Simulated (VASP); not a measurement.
Set up this calculation in VASP 6.6.1, as the native input.

* Task: single point
* Functional: PBE
* Potentials or basis: VASP PAW PBE potentials, release 64 (Al, Ni)
* Cutoff: 520 eV
* k mesh: 14 × 14 × 14
* Occupations: gaussian, width 0.1 eV
* Spin: no spin polarisation
* Dipole correction: no
* Further INCAR settings: ALGO = Fast; EDIFF = 1e-06; NBANDS = 24

The structure of AlNi3 lies in POSCAR:

```
AlNi3
1.0
    0.0000000000      2.9277237985      2.9277237985
    2.9277237985      0.0000000000      2.9277237985
    2.9277237985      2.9277237985      0.0000000000
Al Ni
1 3
Direct
    0.5000000000      0.5000000000      0.5000000000
    0.2500000000      0.2500000000      0.2500000000
    0.0000000000      0.0000000000      0.0000000000
    0.7500000000      0.7500000000      0.7500000000
```

This cell differs from its parent crystal: volume scaled by 1.10.

These files were run (other wordings do the same):

INCAR

```
SYSTEM = AlNi3
ALGO = Fast ; EDIFF = 1E-6
ENCUT = 520 ; GGA = PE
ISIF = 2 ; ISMEAR = 0
LASPH = .True. ; LCHARG = .True.
LELF = .True. ; LREAL = .False.
LVHAR = .True. ; LWAVE = .False.
NBANDS = 24 ; NELM = 60
PREC = Accurate ; SIGMA = 0.1
```

KPOINTS

```
k-points
0
Gamma
  14 14 14
  0 0 0
```

Potentials or basis: VASP PAW PBE potentials, release 64 (Al, Ni).

The run is started by

```sh
$ cat potpaw_PBE.64/Al/POTCAR potpaw_PBE.64/Ni/POTCAR > POTCAR
$ mpirun -np 1 vasp_std > vasp.out
```

Results of the run:

```yaml
Pressure: -13.6 GPa
```

It took 50 s on 1 thread of Intel(R) Xeon(R) 6975P-C (Granite Rapids) (shared host), peak memory 0.24 GiB.
